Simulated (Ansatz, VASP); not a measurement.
# Two plane-wave programs on SiC3

File INCAR:

```
PREC = Accurate
ENCUT = 600
EDIFF = 1E-6
ISMEAR = 0
SIGMA = 0.1
LREAL = False
LASPH = True
NELM = 60
ALGO = Normal
ISIF = 3
LWAVE = False
LCHARG = False
GGA = PE
IBRION = 2
NSW = 100
EDIFFG = -0.01
```

File KPOINTS:

```
Automatic mesh
0
Gamma
  14 14 14
```

The input POSCAR:

```
SiC3
1.0
    3.2123259403      0.0000000000      0.0000000000
    0.0000000000      3.2123259403      0.0000000000
    0.0000000000      0.0000000000      3.2123259403
Si C
1 3
Direct
    0.0000000000      0.0000000000      0.0000000000
    0.0000000000      0.5000000000      0.5000000000
    0.5000000000      0.0000000000      0.5000000000
    0.5000000000      0.5000000000      0.0000000000
```

Input for Ansatz:

```yaml
crystal:
  lattice:
    - [3.2123259403, 0.0, 0.0]
    - [0.0, 3.2123259403, 0.0]
    - [0.0, 0.0, 3.2123259403]
  atoms:
    - { symbol: Si, position: [0.0, 0.0, 0.0] }
    - { symbol: C, position: [0.0, 0.5, 0.5] }
    - { symbol: C, position: [0.5, 0.0, 0.5] }
    - { symbol: C, position: [0.5, 0.5, 0.0] }
basis:
  ecutwfc: 420
kpoints:
  mp_grid: { grid: [14, 14, 14] }
hamiltonian:
  xc: pbe
scf:
  occupations: { method: gaussian, width: 0.1 }
output:
  forces: true
  stress: true
  eigenvalues: true
  write_density: true
  write_potential: true
  elf: true
  volumetric_format: npy
relax:
  adjacent_minimum: "off"
  f_tol: 0.01
  max_steps: 80
  cell: { stress_tol: 0.05 }
```

Change from the starting cell: species swapped into the TaOs3 type (Pm-3m, No. 221).

Alike in both runs: task relaxation of cell and atoms; functional PBE; k mesh 14 × 14 × 14; occupations gaussian, width 0.1 eV; no spin polarisation.

|  | VASP | Ansatz |
| --- | --- | --- |
| version | VASP 6.6.1 | Ansatz 0.2.0 |
| potentials or method | VASP PAW PBE potentials, release 64 (Si, C), cutoff 600 eV | scalar-relativistic, plane waves, PAW |
| valence electrons in the cell | 16 | 16 |

|  | VASP | Ansatz | Ansatz less VASP |
| --- | --- | --- | --- |
| gap on the k mesh at the Fermi level, each at its own relaxed structure (eV) | none | none | - |
| relaxed volume (Å³/atom) | 8.21 | 8.21 | +0.001 |
| relaxed cell length with the largest relative difference (Å) | 3.202 | 3.202 | +0.0001 |

A gap of «none» marks a metal or a gap that the smearing closes.
